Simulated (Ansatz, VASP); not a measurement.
## Two plane-wave programs on Sb

```
CELL_PARAMETERS angstrom
-1.85475 1.85475 1.85475
1.85475 -1.85475 1.85475
1.85475 1.85475 -1.85475
ATOMIC_POSITIONS crystal
Sb 0.00000 0.00000 0.00000
```

Alike in both runs: functional LDA; k mesh 12 × 12 × 12; occupations fermi-dirac, width 0.1 eV; no spin polarisation.

Ansatz relaxed the structure, and its values are those at the end. VASP's run is a single point on that final structure, the one shown.

|  | VASP | Ansatz |
| --- | --- | --- |
| version | VASP 6.6.1 | Ansatz 0.2.0 |
| potentials or method | VASP PAW LDA potentials, release 64 (Sb), cutoff 520 eV | plane waves (420 eV) with PAW, scalar-relativistic |
| valence electrons in the cell | 5 | 15 |

Ansatz gave:

| Property | Result |
| --- | --- |
| pressure (GPa) | 0.0 |

Problem. Estimate VASP's values.

Solution. Pressure (GPa): 0.1.

Ansatz warns that its potentials were made for another functional, while VASP's fit it. LDA's correlation is that of Perdew and Zunger in VASP and of Perdew and Wang (1992) in Ansatz. VASP's potentials hold 5 valence electrons a cell and Ansatz's 15, so a difference there can come from the potentials and not from the codes.

Spin-orbit coupling is off throughout.
